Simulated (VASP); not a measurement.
# TiMoSe4 (I4/mmm) in VASP: single point with PBE

Aim: the single point of TiMoSe4 with PBE.

All numbers are computed with VASP 6.6.1; they aren't measurements. Logs are shortened: lines on timing, memory, paths and dates and some standing lists are left out, and cuts for length are marked.

## Step 1: The cell of the first run

It takes space group I4/mmm (No. 139, tetragonal). The conventional cell has a = 5.762 Å, b = 5.762 Å, c = 9.586 Å, α = 90.00°, β = 90.00°, γ = 90.00°. Ti (site symmetry 4/mmm) has 2 Se at 2.37 Å within 3.1 Å. Within 3.2 Å of Mo (site symmetry 4/mmm) lie 2 Se at 2.43 Å. Se (site symmetry -4m2) has 4 Se at 2.88 Å and 4 Ti at 3.75 Å and 4 Mo at 3.75 Å within 3.8 Å. Within 3.1 Å of Se (site symmetry 4mm) lie 1 Ti at 2.37 Å and 1 Mo at 2.43 Å and 4 Se at 2.88 Å.

The cell was generated, and may not be a known phase.

## Step 2: Single point, PBE, collinear spin

INCAR reads:

```
PREC = Accurate
ENCUT = 520
EDIFF = 1E-6
ISMEAR = 0
SIGMA = 0.15
LREAL = F
LASPH = T
NELM = 150
ALGO = Normal
ISIF = 2
LWAVE = F
LCHARG = F
ISPIN = 2
MAGMOM = 1 1 0 0 0 0
LORBIT = 11
LMAXMIX = 4
GGA = PE
NBANDS = 38
```

KPOINTS reads:

```
regular mesh
0
Gamma
  3 3 3
```

POSCAR reads:

```
TiMoSe4
1.0
   -2.8807561156      2.8807561156      4.7929090117
    2.8807561156     -2.8807561156      4.7929090117
    2.8807561156      2.8807561156     -4.7929090117
Ti Mo Se
1 1 4
Direct
    0.0000000000      0.0000000000      0.0000000000
    0.5000000000      0.5000000000      0.0000000000
    0.2500000000      0.7500000000      0.5000000000
    0.7500000000      0.2500000000      0.5000000000
    0.2467810791      0.2467810791      0.0000000000
    0.7532189209      0.7532189209      0.0000000000
```

Potentials or basis: VASP PAW PBE potentials, release 64 (Ti_sv, Mo_sv, Se).

On the command line:

```
$ cat potpaw_PBE.64/Ti_sv/POTCAR potpaw_PBE.64/Mo_sv/POTCAR potpaw_PBE.64/Se/POTCAR > POTCAR
$ mpirun -np 1 vasp_std > vasp.out
```

OUTCAR:

```text
PREC = Accurate
   ENCUT = 520
   EDIFF = 1E-6
   ISMEAR = 0
   LREAL = F
   LASPH = T
   NELM = 150
   ISIF = 2
   ISPIN = 2
   LORBIT = 11
   GGA = PE

 ion  position               nearest neighbor table
   1  0.000  0.000  0.000-   5 2.37   6 2.37
   2  0.500  0.500  0.000-   5 2.43   6 2.43
   3  0.250  0.750  0.500-
   4  0.750  0.250  0.500-
   5  0.247  0.247  0.000-   1 2.37   2 2.43
   6  0.753  0.753  0.000-   1 2.37   2 2.43

  LATTYP: Found a body centered tetragonal cell.
 ALAT       =     5.7615122312
 C/A-ratio  =     1.6637677121

  Lattice vectors:

 A1 = (  -2.8807561156,   2.8807561156,   4.7929090117)
 A2 = (   2.8807561156,  -2.8807561156,   4.7929090117)
 A3 = (   2.8807561156,   2.8807561156,  -4.7929090117)

Analysis of symmetry for initial positions (statically):
=====================================================================
 Subroutine PRICEL returns:
 Original cell was already a primitive cell.

 Routine SETGRP: Setting up the symmetry group for a
 body centered tetragonal supercell.

 Subroutine GETGRP returns: Found 16 space group operations
 (whereof 16 operations were pure point group operations)
 out of a pool of 16 trial point group operations.

The static configuration has the point symmetry D_4h.

Analysis of symmetry for dynamics (positions and initial velocities):
=====================================================================
 Subroutine PRICEL returns:
 Original cell was already a primitive cell.

 Routine SETGRP: Setting up the symmetry group for a
 body centered tetragonal supercell.

 Subroutine GETGRP returns: Found 16 space group operations
 (whereof 16 operations were pure point group operations)
 out of a pool of 16 trial point group operations.

The dynamic configuration has the point symmetry D_4h.

Analysis of structural, dynamic, and magnetic symmetry:
=====================================================================
 Subroutine PRICEL returns:
 Original cell was already a primitive cell.

 Routine SETGRP: Setting up the symmetry group for a
 body centered tetragonal supercell.

 Subroutine GETGRP returns: Found 16 space group operations
 (whereof 16 operations were pure point group operations)
 out of a pool of 16 trial point group operations.

The overall configuration has the point symmetry D_4h.

 Subroutine INISYM returns: Found 16 space group operations
 (whereof 16 operations are pure point group operations),
 and found     1 'primitive' translations

----------------------------------------------------------------------------------------

                                     Primitive cell

  volume of cell :     159.1007

  direct lattice vectors                    reciprocal lattice vectors
    -2.880756116  2.880756116  4.792909012     0.000000000  0.173565543  0.104320779
     2.880756116 -2.880756116  4.792909012     0.173565543  0.000000000  0.104320779
     2.880756116  2.880756116 -4.792909012     0.173565543  0.173565543  0.000000000

  length of vectors
     6.290428315  6.290428315  6.290428315     0.202503883  0.202503883  0.245458745

  position of ions in fractional coordinates (direct lattice)
     0.000000000  0.000000000  0.000000000
     0.500000000  0.500000000  0.000000000
     0.250000000  0.750000000  0.500000000
     0.750000000  0.250000000  0.500000000
     0.246781079  0.246781079  0.000000000
     0.753218921  0.753218921  0.000000000

  ion indices of the primitive-cell ions
   primitive index   ion index
                 1           1
                 2           2
                 3           3
                 4           4
                 5           5
                 6           6

----------------------------------------------------------------------------------------

 KPOINTS: regular mesh

Automatic generation of k-mesh.
 Grid dimensions read from file:
 generate k-points for:    3    3    3

 Generating k-lattice:

  Cartesian coordinates                     Fractional coordinates (reciprocal lattice)
     0.000000000  0.057855181  0.034773593     0.333333333 -0.000000000  0.000000000
     0.057855181  0.000000000  0.034773593    -0.000000000  0.333333333  0.000000000
     0.057855181  0.057855181  0.000000000     0.000000000  0.000000000  0.333333333

  Length of vectors
     0.067501294  0.067501294  0.081819582

  Shift w.r.t. Gamma in fractional coordinates (k-lattice)
     0.000000000  0.000000000  0.000000000

 Subroutine IBZKPT returns following result:
 ===========================================

 Found      6 irreducible k-points:

 Following reciprocal coordinates:
            Coordinates               Weight
  0.000000  0.000000  0.000000      1.000000
  0.333333  0.000000 -0.000000      8.000000
  0.333333  0.333333 -0.000000      8.000000
 -0.333333  0.333333  0.000000      4.000000
 -0.333333  0.333333  0.333333      4.000000
 -0.333333 -0.333333  0.333333      2.000000
   k-points           NKPTS =      6   k-points in BZ     NKDIM =      6   number of bands    NBANDS=     38
   number of dos      NEDOS =    301   number of ions     NIONS =      6
   total plane-waves  NPLWV = 110592
   dimension x,y,z NGX =    48 NGY =   48 NGZ =   48
   dimension x,y,z NGXF=    96 NGYF=   96 NGZF=   96
   ions per type =               1   1   4
   NGX,Y,Z   is equivalent  to a cutoff of  12.69, 12.69, 12.69 a.u.
   NGXF,Y,Z  is equivalent  to a cutoff of  25.37, 25.37, 25.37 a.u.
 SYSTEM =  unknown system
   PREC   = accura    normal or accurate (medium, high low for compatibility)
   ISTART =      0    job   : 0-new  1-cont  2-samecut
   ICHARG =      2    charge: 1-file 2-atom 10-const
   ISPIN  =      2    spin polarized calculation?
   LNONCOLLINEAR =      F non collinear calculations
   LSORBIT =      F    spin-orbit coupling
   LASPH  =      T    aspherical Exc in radial PAW
   ENCUT  =  520.0 eV  38.22 Ry    6.18 a.u.  11.70 11.70 11.70*2*pi/ulx,y,z
   NELM   =    150;   NELMIN=  2; NELMDL= -5     # of ELM steps
   EDIFF  = 0.1E-05   stopping-criterion for ELM
   LREAL  =      F    real-space projection
   EDIFFG = 0.1E-04   stopping-criterion for IOM
   NSW    =      0    number of steps for IOM
   IBRION =     -1    ionic relax: 0-MD 1-quasi-New 2-CG
   NFREE  =      0    steps in history (QN), initial steepest desc. (CG)
   ISIF   =      2    stress and relaxation
   ISYM   =      2    0-nonsym 1-usesym 2-fastsym
   POTIM  = 0.5000    time-step for ionic-motion
   TEBEG  =    0.0;   TEEND  =   0.0 temperature during run
   PSTRESS=    0.0 pullay stress
   NELECT =      50.0000    total number of electrons
   NUPDOWN=      -1.0000    fix difference up-down
   EMIN   =  10.00;   EMAX   =-10.00  energy-range for DOS
   EFERMI =   0.00;   METHOD = LEGACY
   ISMEAR =     0;   SIGMA  =   0.15  broadening in eV -4-tet -1-fermi 0-gaus
   EFERMI_NEDOS =   21; number of points for ismear=-14 and -15
   IALGO  =     38    algorithm
   IMIX   =      4    mixing-type and parameters
     AMIX     =   0.40;   BMIX     =  1.00
     AMIX_MAG =   1.60;   BMIX_MAG =  1.00
  volume/ion in A,a.u.               =      26.52       178.94
  Fermi-wavevector in a.u.,A,eV,Ry     =   1.113031  2.103325 16.855429  1.238839
  Thomas-Fermi vector in A             =   2.249612
   LORBIT       =     11    0 simple, 1 ext, 2 COOP (PROOUT), +10 PAW based schemes
   GGA     = PE    functional components
   LHFCALC =     F    Hartree Fock is set to
   AEXX    =    0.0000 exact exchange contribution
   IVDW    =     0    specifies the selected vdW correction
   LEPSILON=     F    determine dielectric tensor
   LRPA    =     F    only Hartree local field effects (RPA)
 spin polarized calculation
 Gauss-broadening in eV      SIGMA  =   0.15
  energy-cutoff  :      520.00
  volume of cell :      159.10
 maximum number of plane-waves:      4305
   NGX = 23   NGY = 23   NGZ = 23

 number of electron      50.0000003 magnetization       1.9295604

 Free energy of the ion-electron system (eV)
  ---------------------------------------------------
  ext. energy  EPLUGINS =         0.00000000
  ---------------------------------------------------
  free energy    TOTEN  =       -27.89522728 eV

  energy without entropy =      -27.83135441  energy(sigma->0) =      -27.86329084

 E-fermi :   4.1645     XC(G=0):  -9.2669

 val. band max:        4.1637925671   @ k =  -0.3333   0.3333   0.0000
 cond. band min:       4.1765081588   @ k =   0.0000   0.0000   0.0000
 fundamental gap:      0.0127155917
 Fermi energy:         4.1645118855

 spin component 1

 k-point     1 :       0.0000    0.0000    0.0000
  band No.  band energies     occupation
      1     -57.5272      1.00000
      2     -52.4488      1.00000
      3     -31.8146      1.00000
      4     -31.7266      1.00000
      5     -31.7266      1.00000
      6     -28.9777      1.00000
[... 229 lines left out ...]
     36       7.8082      0.00000
     37       8.2606      0.00000
 Fermi energy:         4.1645118855

 spin component 2

 k-point     1 :       0.0000    0.0000    0.0000
  band No.  band energies     occupation
      1     -55.6350      1.00000
      2     -53.6752      1.00000
      3     -30.0491      1.00000
      4     -30.0140      1.00000
      5     -30.0140      1.00000
      6     -29.9735      1.00000
[... 229 lines left out ...]
     36       8.0726      0.00000
     37       8.2556      0.00000
 [bands above 37 left out]

------------------------ aborting loop because EDIFF is reached ----------------------------------------

  FORCE on cell =-STRESS in cart. coord.  units (eV):
  Direction    XX          YY          ZZ          XY          YZ          ZX
  --------------------------------------------------------------------------------------
  -------------------------------------------------------------------------------------
  Total       -0.1075887     -0.1075887      2.7867628      0.0000000     -0.0000000      0.0000000
  in kB       -1.0834403     -1.0834403     28.0632801      0.0000000     -0.0000000      0.0000000
  external PRESSURE =       8.6321332 kB  Pullay stress =       0.0000000 kB

 VOLUME and BASIS-vectors are now :
 -----------------------------------------------------------------------------
  energy-cutoff  :      520.00
  volume of cell :      159.10
      direct lattice vectors                 reciprocal lattice vectors
    -2.880756116  2.880756116  4.792909012     0.000000000  0.173565543  0.104320779
     2.880756116 -2.880756116  4.792909012     0.173565543  0.000000000  0.104320779
     2.880756116  2.880756116 -4.792909012     0.173565543  0.173565543  0.000000000

 POSITION                                       TOTAL-FORCE (eV/Angst)
 -----------------------------------------------------------------------------------
      0.00000      0.00000      0.00000        -0.000000     -0.000000     -0.000000
      0.00000      0.00000      4.79291        -0.000000     -0.000000     -0.000000
      2.88076      0.00000      2.39645        -0.000000     -0.000000      0.000000
      0.00000      2.88076      2.39645        -0.000000     -0.000000     -0.000000
      0.00000      0.00000      2.36560         0.000000      0.000000      0.371948
      0.00000      0.00000      7.22022        -0.000000     -0.000000     -0.371948
 -----------------------------------------------------------------------------------
    total drift:                                0.000000     -0.000000      0.000000

  FREE ENERGIE OF THE ION-ELECTRON SYSTEM (eV)
  ---------------------------------------------------
  free  energy   TOTEN  =       -27.8952272758 eV

  energy  without entropy=      -27.8313544108  energy(sigma->0) =      -27.86329084

 total charge

# of ion       s       p       d       tot
------------------------------------------
    1        2.119   6.050   2.023  10.192
    2        2.227   6.053   3.935  12.216
    3        1.526   2.116   0.030   3.672
    4        1.526   2.116   0.030   3.672
    5        1.493   2.289   0.072   3.854
    6        1.493   2.289   0.072   3.854
--------------------------------------------------
tot         10.384  20.914   6.162  37.460

 magnetization (x)

# of ion       s       p       d       tot
------------------------------------------
    1       -0.019  -0.009  -1.248  -1.275
    2        0.096   0.021   2.844   2.961
    3       -0.002   0.007   0.001   0.006
    4       -0.002   0.007   0.001   0.006
    5       -0.004  -0.034   0.003  -0.035
    6       -0.004  -0.034   0.003  -0.035
--------------------------------------------------
tot          0.065  -0.042   1.604   1.628
```

Wall time 2.3 min (1 thread of Intel Xeon Platinum 8488C (Sapphire Rapids), shared host); peak memory 0.42 GiB.

Results:

```
Free energy                                           : -27.8952 eV
Pressure                                              : 0.9 GPa
Largest force                                         : 0.372 eV/Å
Net moment                                            : 1.93 μB per cell
Site moments                                          : Ti -1.27; Mo +2.96; Se +0.01, -0.04 (each value once) μB
Valence electrons inside the program's atomic spheres : Ti 10.19; Mo 12.22; Se 3.67, 3.85 (each value once)
```

Forces in eV/Å, atoms in the order of the input:
```
Ti   0.000  0.000  0.000
Mo   0.000  0.000  0.000
Se   0.000  0.000  0.000
Se   0.000  0.000  0.000
Se   0.000  0.000  0.372
Se   0.000  0.000 -0.372
```

Caveat: the k points lie up to 0.42 Å⁻¹ apart.
